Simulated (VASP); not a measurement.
Set up this calculation in VASP 6.6.1, as the native input.

| Quantity | Value |
| --- | --- |
| Task | single point |
| Functional | PBEsol |
| Potentials or basis | VASP PAW PBE potentials, release 64 (C) |
| Cutoff | 520 eV |
| k mesh | 9 × 9 × 9 |
| Occupations | gaussian, width 0.01 eV |
| Spin | no spin polarisation |
| Dipole correction | no |
| Further INCAR settings | ALGO = Normal; EDIFF = 1e-07; NBANDS = 11 |

The structure of C lies in POSCAR:

```
C
1.0
    0.0000000000      1.7714007132      1.7714007132
    1.7714007132      0.0000000000      1.7714007132
    1.7714007132      1.7714007132      0.0000000000
C
2
Direct
    0.0000000000      0.0000000000      0.0000000000
    0.2500000000      0.2500000000      0.2500000000
```

These files were run (other wordings do the same):

INCAR

```
SYSTEM = C
ALGO = Normal
EDIFF = 1E-7
ENCUT = 520
GGA = PS
ISIF = 2
ISMEAR = 0
LASPH = .True.
LCHARG = .True.
LELF = .True.
LREAL = .False.
LVHAR = .True.
LWAVE = .False.
NBANDS = 11
NELM = 100
PREC = Accurate
SIGMA = 0.01
```

KPOINTS

```
k-points
0
Gamma
  9 9 9
  0 0 0
```

Potentials or basis: VASP PAW PBE potentials, release 64 (C).

Launch:

```bash
$ cat potpaw_PBE.64/C/POTCAR > POTCAR
$ mpirun -np 1 vasp_std > vasp.out
```

It gave:

The pressure is 5.4 GPa and the band gap on the k mesh is 4.08 eV, indirect (least direct gap 5.59 eV).

Caveat: the PAW data sets were made with another functional, which shifts forces and pressure a little.

Wall time 3.3 s on 1 thread of Intel(R) Xeon(R) 6975P-C (Granite Rapids), with other jobs on the host, peak memory 0.11 GiB.
